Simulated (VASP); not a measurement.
Write the native input for VASP 6.6.1 that does the following.

* Task: relaxation of cell and atoms
* Functional: PBE
* Potentials or basis: VASP PAW PBE potentials, release 64 (Ag_sv_GW, O)
* Cutoff: 700 eV
* k mesh: 3 × 3 × 3
* Occupations: gaussian, width 0.2 eV
* Spin: no spin polarisation
* Dipole correction: no
* Further INCAR settings: ALGO = Normal; EDIFF = 1e-07; IBRION = 2; EDIFFG = -0.08; NSW = 36; ISIF = 3

The structure of AgO2 lies in POSCAR:

```
AgO2
1.0
    5.2700000000      0.0000000000      0.0000000000
    0.0000000000      5.2700000000      0.0000000000
    0.0000000000      0.0000000000      5.2700000000
Ag O
4 8
Direct
    0.5000000000      0.5000000000      0.0000000000
    0.0000000000      0.5000000000      0.5000000000
    0.0000000000      0.0000000000      0.0000000000
    0.5000000000      0.0000000000      0.5000000000
    0.9270000000      0.0730000000      0.5730000000
    0.0730000000      0.9270000000      0.4270000000
    0.5730000000      0.5730000000      0.5730000000
    0.4270000000      0.4270000000      0.4270000000
    0.5730000000      0.9270000000      0.0730000000
    0.4270000000      0.0730000000      0.9270000000
    0.0730000000      0.5730000000      0.9270000000
    0.9270000000      0.4270000000      0.0730000000
```

The input as run:

INCAR

```
SYSTEM = AgO2
ALGO = Normal
EDIFF = 1E-7
EDIFFG = -0.08
ENCUT = 700
GGA = PE
GGA_COMPAT = .FALSE.
IBRION = 2
ISIF = 3
ISMEAR = 0
LASPH = .TRUE.
LCHARG = .FALSE.
LREAL = .FALSE.
LWAVE = .FALSE.
NELM = 120
NELMIN = 4
NSW = 36
PREC = Accurate
SIGMA = 0.2
```

KPOINTS

```
k-points
0
G
  3 3 3
  0 0 0
```

Potentials or basis: VASP PAW PBE potentials, release 64 (Ag_sv_GW, O).

The run is started by

```bash
$ cat potpaw_PBE.64/Ag_sv_GW/POTCAR potpaw_PBE.64/O/POTCAR > POTCAR
$ mpirun -np 1 vasp_std > vasp.out
```

Results of the run:

* Relaxed volume: 12.95 Å³/atom
* Relaxed cell: a = 5.376 Å, b = 5.376 Å, c = 5.376 Å, α = 90.00°, β = 90.00°, γ = 90.00°
* Space group after relaxing (to 0.1 Å): Pa-3 (No. 205)
* Energy gained by relaxing: 38.9 meV/atom
* Ionic steps: 7
* Pressure after relaxing: -0.2 GPa
* Largest force after relaxing: 0.069 eV/Å
* Band gap on the k mesh: zero (bands 62 and 63 overlap by 1.13 eV)

Caveat: the k points lie up to 0.39 Å⁻¹ apart in the final cell, too coarse for converged energies and pressures of a metal; the relaxation stopped at a loose force limit of 0.08 eV/Å, so its end isn't a converged minimum.

It took 9.9 min on 1 thread of Intel(R) Xeon(R) Platinum 8259CL CPU @ 2.50GHz (Skylake/Cascade Lake), on a shared host, peak memory 0.37 GiB.
